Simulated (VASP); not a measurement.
# SnO (P4/nmm) in VASP: a series of runs, part 2 of 2

VASP 6.6.1. Earlier steps stand in the parts before.

## 3. Single point, LDA (zz strain of -2 %)

Contents of INCAR:

```
SYSTEM = SnO
PREC = Accurate
ENCUT = 520
EDIFF = 1E-6
ISMEAR = -1
SIGMA = 0.02
LREAL = .FALSE.
LASPH = .TRUE.
NELM = 100
ALGO = Normal
ISIF = 2
LWAVE = .FALSE.
LCHARG = .TRUE.
LELF = .TRUE.
LVHAR = .TRUE.
NBANDS = 28
```

Contents of KPOINTS:

```
regular mesh
0
G
  6 6 5
  0 0 0
```

Contents of POSCAR:

```
SnO
1.0
    3.8020000000      0.0000000000      0.0000000000
    0.0000000000      3.8020000000      0.0000000000
    0.0000000000      0.0000000000      4.7392800000
Sn O
2 2
Direct
    0.0000000000      0.5000000000      0.2385000000
    0.5000000000      0.0000000000      0.7615000000
    0.0000000000      0.0000000000      0.0000000000
    0.5000000000      0.5000000000      0.0000000000
```

Potentials or basis: VASP PAW LDA potentials, release 64 (Sn_d, O).

Started as:

```
$ cat potpaw_LDA.64/Sn_d/POTCAR potpaw_LDA.64/O/POTCAR > POTCAR
$ mpirun -np 1 vasp_std > vasp.out
```

Wall time 23 s (1 thread of Intel Xeon 6975P-C, shared host); peak memory 0.18 GiB.

It converged, with:

```yaml
Free_energy: -25.7188 eV
Pressure: -0.9 GPa
Largest_force: 0.221 eV/Å
Band_gap_on_the_k_mesh: 0.13 eV, indirect (least direct gap 1.90 eV)
```

Forces in eV/Å, atoms in the order of the input:
```
Sn   0.000  0.000  0.221
Sn   0.000  0.000 -0.221
O    0.000  0.000  0.000
O    0.000  0.000  0.000
```

Stress tensor (GPa, compression positive):
```
-1.30  0.00  0.00
 0.00 -1.30  0.00
 0.00  0.00 -0.11
```

Levels at points of the mesh, in eV from the valence-band top:
| k point | band 17 | band 18 | band 19 | band 20 | band 21 | band 22 | band 23 | band 24 |
| --- | --- | --- | --- | --- | --- | --- | --- | --- |
| (0.00, 0.00, 0.00) | -3.48 | -3.25 | -3.25 | 0.00 | 2.15 | 4.42 | 4.75 | 4.75 |
| (0.50, 0.00, 0.00) | -4.96 | -4.96 | -2.64 | -2.64 | 3.33 | 3.33 | 5.97 | 5.97 |
| (0.50, 0.50, 0.00) | -2.56 | -2.56 | -1.77 | -1.77 | 0.13 | 0.13 | 4.56 | 4.56 |

Caveat: the cell differs from its parent crystal (zz strain of -2 %); spin-orbit coupling is left out, which moves the levels of the heavy elements. A k mesh can miss the band edges.

## 4. Single point, LDA (volume scaled by 0.99)

Contents of INCAR:

```
PREC     = Accurate       # precision mode
ENCUT    = 520            # plane-wave cutoff, eV
EDIFF    = 1E-6           # SCF threshold, eV
ISMEAR   = -1             # smearing method
SIGMA    = 0.02           # smearing width, eV
LREAL    = F              # projectors in reciprocal space
LASPH    = T              # aspherical terms in the spheres
NELM     = 60             # most SCF steps
ALGO     = Normal         # electronic algorithm
ISIF     = 2              # what is computed and relaxed
LWAVE    = F              # write WAVECAR
LCHARG   = F              # write CHGCAR
NBANDS   = 28             # bands
```

Contents of KPOINTS:

```
Automatic mesh
0
Gamma
  6 6 5
```

Contents of POSCAR:

```
SnO
1.0
    3.7892841860      0.0000000000      0.0000000000
    0.0000000000      3.7892841860      0.0000000000
    0.0000000000      0.0000000000      4.8198259661
Sn O
2 2
Direct
    0.0000000000      0.5000000000      0.2385000000
    0.5000000000      0.0000000000      0.7615000000
    0.0000000000      0.0000000000      0.0000000000
    0.5000000000      0.5000000000      0.0000000000
```

Started as:

```
$ cat potpaw_LDA.64/Sn_d/POTCAR potpaw_LDA.64/O/POTCAR > POTCAR
$ mpirun -np 1 vasp_std > vasp.out
```

Wall time 24 s (1 thread of Intel Xeon 6975P-C, shared host); peak memory 0.18 GiB.

Results (log left out):

* Free energy: -25.7174 eV
* Pressure: -1.6 GPa
* Largest force: 0.007 eV/Å
* Band gap on the k mesh: 0.05 eV, indirect (least direct gap 1.94 eV)

Forces in eV/Å, atoms in the order of the input:
```
Sn   0.000  0.000 -0.007
Sn   0.000  0.000  0.007
O    0.000  0.000  0.000
O    0.000  0.000  0.000
```

Levels at points of the mesh, in eV from the valence-band top:
```
           k point  band 17  band 18  band 19  band 20  band 21  band 22  band 23  band 24
(0.00, 0.00, 0.00)    -3.52    -3.21    -3.21     0.00     2.11     4.25     4.69     4.69
(0.50, 0.00, 0.00)    -4.93    -4.93    -2.74    -2.74     3.17     3.17     5.90     5.90
(0.50, 0.50, 0.00)    -2.53    -2.53    -1.89    -1.89     0.05     0.05     4.39     4.39
```

Caveat: spin-orbit coupling is left out, which moves the levels of the heavy elements. A k mesh can miss the band edges.

## 5. Single point, LDA (zz strain of -1 %)

Contents of INCAR:

```
SYSTEM = SnO
ALGO = Normal
EDIFF = 1E-6
ENCUT = 520
ISIF = 2
ISMEAR = -1
LASPH = .True.
LCHARG = .True.
LELF = .True.
LREAL = .False.
LVHAR = .True.
LWAVE = .False.
NBANDS = 28
NELM = 80
PREC = Accurate
SIGMA = 0.02
```

Contents of KPOINTS:

```
k-points
0
Gamma
  6 6 5
  0 0 0
```

Contents of POSCAR:

```
SnO
1.0
    3.8020000000      0.0000000000      0.0000000000
    0.0000000000      3.8020000000      0.0000000000
    0.0000000000      0.0000000000      4.7876400000
Sn O
2 2
Direct
    0.0000000000      0.5000000000      0.2385000000
    0.5000000000      0.0000000000      0.7615000000
    0.0000000000      0.0000000000      0.0000000000
    0.5000000000      0.5000000000      0.0000000000
```

Potentials or basis: VASP PAW LDA potentials, release 64 (Sn_d, O).

Started as:

```
$ cat potpaw_LDA.64/Sn_d/POTCAR potpaw_LDA.64/O/POTCAR > POTCAR
$ mpirun -np 1 vasp_std > vasp.out
```

OUTCAR:

```text
SYSTEM = SnO
   EDIFF = 1E-6
   ENCUT = 520
   ISIF = 2
   ISMEAR = -1
   LASPH = .True.
   LREAL = .False.
   NELM = 80
   PREC = Accurate

 ion  position               nearest neighbor table
   1  0.000  0.500  0.239-   3 2.22   4 2.22   3 2.22   4 2.22   2 3.53   2 3.53   2 3.53   2 3.53
                             2 3.67   2 3.67   2 3.67   2 3.67
   2  0.500  0.000  0.761-   3 2.22   4 2.22   4 2.22   3 2.22   1 3.53   1 3.53   1 3.53   1 3.53
                             1 3.67   1 3.67   1 3.67   1 3.67
   3  0.000  0.000  0.000-   1 2.22   2 2.22   1 2.22   2 2.22
   4  0.500  0.500  0.000-   1 2.22   2 2.22   2 2.22   1 2.22

[... 947 lines left out ...]
  -------------------------------------------------------------------------------------
  Total       -0.8497325     -0.8497325     -0.5525175      0.0000000      0.0000000      0.0000000
  in kB      -19.6719354    -19.6719354    -12.7911880      0.0000000      0.0000000      0.0000000
  external PRESSURE =     -17.3783529 kB  Pullay stress =       0.0000000 kB

 VOLUME and BASIS-vectors are now :
 -----------------------------------------------------------------------------
  energy-cutoff  :      520.00
  volume of cell :       69.21
      direct lattice vectors                 reciprocal lattice vectors
     3.802000000  0.000000000  0.000000000     0.263019463  0.000000000  0.000000000
     0.000000000  3.802000000  0.000000000     0.000000000  0.263019463  0.000000000
     0.000000000  0.000000000  4.787640000     0.000000000  0.000000000  0.208871177

 POSITION                                       TOTAL-FORCE (eV/Angst)
 -----------------------------------------------------------------------------------
      0.00000      1.90100      1.14185         0.000000     -0.000000      0.035021
      1.90100      0.00000      3.64579        -0.000000     -0.000000     -0.035021
      0.00000      0.00000      0.00000        -0.000000     -0.000000      0.000000
      1.90100      1.90100      0.00000         0.000000      0.000000      0.000000
 -----------------------------------------------------------------------------------
    total drift:                                0.000000      0.000000      0.000000

  FREE ENERGIE OF THE ION-ELECTRON SYSTEM (eV)
  ---------------------------------------------------
  free  energy   TOTEN  =       -25.7164566801 eV

  energy  without entropy=      -25.7162378176  energy(sigma->0) =      -25.71634725
```

OSZICAR:

```text
N       E                     dE             d eps       ncg     rms          rms(c)
DAV:   1     0.412242503306E+03    0.41224E+03   -0.19911E+04  1752   0.220E+03
DAV:   2     0.347829814885E+02   -0.37746E+03   -0.36211E+03  1712   0.535E+02
DAV:   3    -0.263127886677E+02   -0.61096E+02   -0.59966E+02  1928   0.183E+02
DAV:   4    -0.292306297767E+02   -0.29178E+01   -0.29039E+01  1932   0.422E+01
DAV:   5    -0.293023541343E+02   -0.71724E-01   -0.71716E-01  1856   0.718E+00    0.114E+01
DAV:   6    -0.258353778144E+02    0.34670E+01   -0.15940E+01  2716   0.451E+01    0.508E+00
DAV:   7    -0.257707665090E+02    0.64611E-01   -0.19605E+00  1988   0.864E+00    0.242E+00
DAV:   8    -0.257291724630E+02    0.41594E-01   -0.31205E-01  2024   0.363E+00    0.765E-01
DAV:   9    -0.257160832490E+02    0.13089E-01   -0.39816E-02  2704   0.214E+00    0.213E-01
DAV:  10    -0.257167742415E+02   -0.69099E-03   -0.59556E-03  2424   0.688E-01    0.129E-01
DAV:  11    -0.257164400119E+02    0.33423E-03   -0.13579E-03  2588   0.354E-01    0.178E-02
DAV:  12    -0.257164602755E+02   -0.20264E-04   -0.20325E-04  1736   0.787E-02    0.238E-02
DAV:  13    -0.257164567541E+02    0.35214E-05   -0.13911E-05  2292   0.347E-02    0.399E-03
DAV:  14    -0.257164566801E+02    0.73948E-07   -0.12218E-06  1116   0.736E-03
   1 F= -.25716457E+02 E0= -.25716347E+02  d E =-.218863E-03
```

It took 24 s on 1 thread of Intel Xeon 6975P-C, shared host; peak memory 0.18 GiB.

What came out:

- Free energy: -25.7165 eV
- Pressure: -1.7 GPa
- Largest force: 0.035 eV/Å
- Band gap on the k mesh: 0.11 eV, indirect (least direct gap 1.93 eV)

Forces on the atoms (eV/Å):
```
Sn   0.000  0.000  0.035
Sn   0.000  0.000 -0.035
O    0.000  0.000  0.000
O    0.000  0.000  0.000
```

Caveat: the cell differs from its parent crystal (zz strain of -1 %); spin-orbit coupling is left out, which moves the levels of the heavy elements.

## 6. Overview

```csv
cell,gap on the mesh (eV),pressure (GPa),largest force (eV/Å)
"a = 3.751, b = 3.751, c = 4.771 Å, 4 atoms",none,1.5,0.48
"a = 3.802, b = 3.802, c = 4.739 Å, 4 atoms",0.13,-0.9,0.22
"a = 3.789, b = 3.789, c = 4.820 Å, 4 atoms",0.05,-1.6,0.01
"a = 3.802, b = 3.802, c = 4.788 Å, 4 atoms",0.11,-1.7,0.04
```

Alike in all rows: task single point; level LDA; potentials or basis VASP PAW LDA potentials, release 64 (Sn_d, O); no spin polarisation; k mesh 6 × 6 × 5; cutoff (eV) 520; smearing fermi-dirac 0.02 eV.

Caveats: spin-orbit coupling is left out, which moves the levels of the heavy elements.

Total energies depend on the potentials used, so only differences within one code and one set of settings carry meaning.
